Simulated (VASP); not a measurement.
A run of VASP 6.6.1:

File INCAR:

```
SYSTEM = Ir
PREC = Accurate ; ENCUT = 520
EDIFF = 1E-7 ; ISMEAR = -1
SIGMA = 0.08 ; LREAL = .False.
LASPH = .True. ; NELM = 80
ALGO = Normal ; ISIF = 2
LWAVE = .False. ; LCHARG = .False.
GGA = PS ; NBANDS = 16
```

KPOINTS

```
regular mesh
0
Gamma
  16 16 9
  0 0 0
```

POSCAR

```
Ir
1.0
    2.6438968274      0.0000000000      0.0000000000
   -1.3219484137      2.2896818175      0.0000000000
    0.0000000000      0.0000000000      4.2925537335
Ir
2
Direct
    0.3333333333      0.6666666667      0.2500000000
    0.6666666667      0.3333333333      0.7500000000
```

Potentials or basis: VASP PAW PBE potentials, release 64 (Ir).

Command:

```bash
$ cat potpaw_PBE.64/Ir/POTCAR > POTCAR
$ mpirun -np 1 vasp_std > vasp.out
```

Hardware: 1 thread of Intel(R) Xeon(R) 6975P-C (Granite Rapids), on a shared host.

Question: Estimate the wall time of this run.

Answer: Wall time 20 s on 1 thread of Intel(R) Xeon(R) 6975P-C (Granite Rapids) (shared host), peak memory 0.16 GiB. Counts: scf iterations 12, k points 150.
